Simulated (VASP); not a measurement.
A run of VASP 6.6.1 is set up as follows.

Contents of POSCAR:

```
C
1.0
    0.0000000000      1.7592674508      1.7592674508
    1.7592674508      0.0000000000      1.7592674508
    1.7592674508      1.7592674508      0.0000000000
C
2
Direct
    0.7500000000      0.7500000000      0.7500000000
    0.5000000000      0.5000000000      0.5000000000
```

File INCAR.step1:

```
ALGO = Normal
EDIFF = 1E-5
ENCUT = 520
GGA = PE
ISIF = 2
ISMEAR = -1
LASPH = True
LCHARG = False
LREAL = False
LWAVE = True
NBANDS = 11
NELM = 80
PREC = Accurate
SIGMA = 0.05
```

File INCAR.step2:

```
AEXX = 0.5
AGGAC = 1.0
AGGAX = 0.5
ALDAC = 0.0
ALDAX = 0.5
ALGO = Normal
EDIFF = 1E-6
ENCUT = 520
GGA = B5
ISIF = 2
ISMEAR = -1
ISTART = 1
LASPH = True
LCHARG = False
LHFCALC = True
LREAL = False
LWAVE = False
NBANDS = 11
NELM = 80
PREC = Accurate
PRECFOCK = Normal
SIGMA = 0.05
```

Contents of KPOINTS:

```
k-points
0
Gamma
  7 7 7
```

Potentials or basis: VASP PAW PBE potentials, release 64 (C).

Command:

```console
$ cat potpaw_PBE.64/C/POTCAR > POTCAR
$ cp INCAR.step1 INCAR
$ mpirun -np 1 vasp_std > vasp.out
$ cp INCAR.step2 INCAR
$ mpirun -np 1 vasp_std > vasp.out
```

Question: Predict the pressure.

Answer: 11.1 GPa.

Question: What does it give for the band gap on the k mesh?

Answer: 8.70 eV (least direct gap 10.31 eV).

Caveat: the k points lie up to 0.44 Å⁻¹ apart; the PAW data sets were made with another functional, which shifts forces and pressure a little; an odd mesh through Γ misses points on the zone boundary, where band edges can lie.
